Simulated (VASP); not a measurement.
## MgF2 (rutile type): single point with PBEsol

MgF2 (rutile type):

```
Mg F
1.0
     4.53707    0.00000    0.00000
     0.00000    4.53707    0.00000
     0.00000    0.00000    3.00983
Mg F
2 4
Direct
  0.00000 0.00000 0.00000
  0.50000 0.50000 0.50000
  0.30242 0.30242 0.00000
  0.69758 0.69758 0.00000
  0.80242 0.19758 0.50000
  0.19758 0.80242 0.50000
```

```
Program                : VASP 6.6.1
Task                   : single point
Functional             : PBEsol
Potentials or basis    : VASP PAW PBE potentials, release 64 (Mg, F)
Cutoff                 : 600 eV
k mesh                 : 7 × 7 × 10
Occupations            : fermi-dirac, width 0.08 eV
Spin                   : no spin polarisation
Dipole correction      : no
Further INCAR settings : ALGO = Normal; EDIFF = 1e-06; NBANDS = 25
```

* Pressure: 5.9 GPa
* Largest force: 0.003 eV/Å
* Band gap on the k mesh: 7.28 eV

Forces on the atoms (eV/Å):
```
Mg   0.000  0.000  0.000
Mg   0.000  0.000  0.000
F    0.002  0.002  0.000
F   -0.002 -0.002  0.000
F    0.002 -0.002  0.000
F   -0.002  0.002  0.000
```

Levels at points of the mesh, in eV from the valence-band top:
| k point | band 13 | band 14 | band 15 | band 16 | band 17 | band 18 | band 19 | band 20 |
| --- | --- | --- | --- | --- | --- | --- | --- | --- |
| (0.00, 0.00, 0.00) | -0.75 | -0.33 | -0.33 | 0.00 | 7.28 | 12.38 | 12.38 | 13.78 |
| (0.00, 0.00, 0.50) | -1.29 | -1.29 | -0.93 | -0.93 | 12.08 | 12.08 | 15.08 | 15.08 |

Wall time 37 s on 1 thread of AMD EPYC 9R45 96-Core Processor (Zen 5) (shared host), peak memory 0.2 GiB.

Caveat: the cell stands under pressure; the PAW data sets were made with another functional, which shifts forces and pressure a little; an odd mesh through Γ misses points on the zone boundary, where band edges can lie.
